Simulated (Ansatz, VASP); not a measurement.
BN: VASP beside Ansatz

```xyz
4
Lattice="2.5539 0.0000 0.0000 -1.2770 2.2118 0.0000 0.0000 0.0000 4.2269" Properties=species:S:1:pos:R:3 pbc="T T T"
B     1.2770    0.7373    4.2257
B     0.0000    1.4745    2.1123
N     1.0520    0.7373    2.8680
N     0.0000    1.4745    0.5295
```

Alike in both runs: task single point; functional r2SCAN; k mesh 12 × 12 × 6; occupations gaussian, width 0.05 eV; no spin polarisation.

```csv
,VASP,Ansatz
version,VASP 6.6.1,Ansatz 0.2.0
potentials or method,"VASP PAW PBE potentials, release 64 (B, N), cutoff 520 eV","scalar-relativistic, plane waves, PAW"
valence electrons in the cell,16,16
```

```csv
,VASP,Ansatz,Ansatz less VASP
gap on the k mesh at the Fermi level (eV),3.17,3.19,+0.015
least direct gap on the mesh (eV),7.08,7.07,-0.003
pressure (GPa),10.5,9.6,-0.93
"traceless stress, the component that is largest in VASP (GPa)",8.14,7.89,-0.242
rms of the force components (eV/Å),3.415,3.412,-0.0031
```

VASP's potentials were made for PBE, not for r2SCAN. Atom by atom the forces differ by 0.010 eV/Å (rms over components).
